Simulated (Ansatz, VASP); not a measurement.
## Two plane-wave programs on Fe

```
Fe
1.0
    -2.22670    2.22670    1.21470
     2.22670   -2.22670    1.21470
     2.22670    2.22670   -1.21470
Fe
2
Direct
  0.00000 0.00000 0.00000
  0.75000 0.25000 0.50000
```

Alike in both runs: task relaxation of cell and atoms; functional PBE; k mesh 8 × 8 × 8; occupations gaussian, width 0.1 eV; collinear spin.

```csv
,VASP,Ansatz
version,VASP 6.6.1,Ansatz 0.2.0
potentials or method,"VASP PAW PBE potentials, release 64 (Fe), cutoff 600 eV","scalar-relativistic, plane waves, PAW"
valence electrons in the cell,16,32
```

```tsv
	VASP	Ansatz	Ansatz less VASP
gap on the k mesh at the Fermi level, each at its own relaxed structure (eV)	none	none	-
net moment per atom (μB)	2.52	2.51	-0.017
size of the moment on the site where the two differ most (μB)	2.51	2.48	-0.027
relaxed volume (Å³/atom)	12.82	12.83	+0.011
relaxed cell length with the largest relative difference (Å)	3.457	3.459	+0.0020
```

Site moments also hang on the region over which each program counts them. A gap of «none» marks a metal or a gap that the smearing closes. VASP's potentials hold 16 valence electrons a cell and Ansatz's 32, so a difference there can come from the potentials and not from the codes.

The k mesh is coarse, so the values compare programs but aren't converged.
